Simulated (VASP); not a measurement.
Here is a VASP 6.6.1 calculation.

The input INCAR:

```
PREC     = Accurate       # precision mode
ENCUT    = 520            # plane-wave cutoff, eV
EDIFF    = 1E-7           # SCF threshold, eV
ISMEAR   = -1             # smearing method
SIGMA    = 0.1            # smearing width, eV
LREAL    = F              # projectors in reciprocal space
LASPH    = T              # aspherical terms in the spheres
NELM     = 100            # most SCF steps
ALGO     = Normal         # electronic algorithm
ISIF     = 2              # what is computed and relaxed
LWAVE    = F              # write WAVECAR
LCHARG   = F              # write CHGCAR
GGA      = PE             # functional
NBANDS   = 16             # bands
```

File KPOINTS:

```
regular mesh
0
Gamma
  11 11 11
```

The input POSCAR:

```
InP
1.0
    0.0000000000      2.9799331641      2.9799331641
    2.9799331641      0.0000000000      2.9799331641
    2.9799331641      2.9799331641      0.0000000000
In P
1 1
Direct
    0.0000000000      0.0000000000      0.0000000000
    0.2500000000      0.2500000000      0.2500000000
```

Potentials or basis: VASP PAW PBE potentials, release 64 (In_d, P).

Command:

```sh
$ cat potpaw_PBE.64/In_d/POTCAR potpaw_PBE.64/P/POTCAR > POTCAR
$ mpirun -np 1 vasp_std > vasp.out
```

Q: Predict the pressure.

A: 0.0 GPa.

Q: What does it give for the band gap on the k mesh?

A: 0.44 eV.

Caveat: spin-orbit coupling is left out, which moves the levels of the heavy elements.
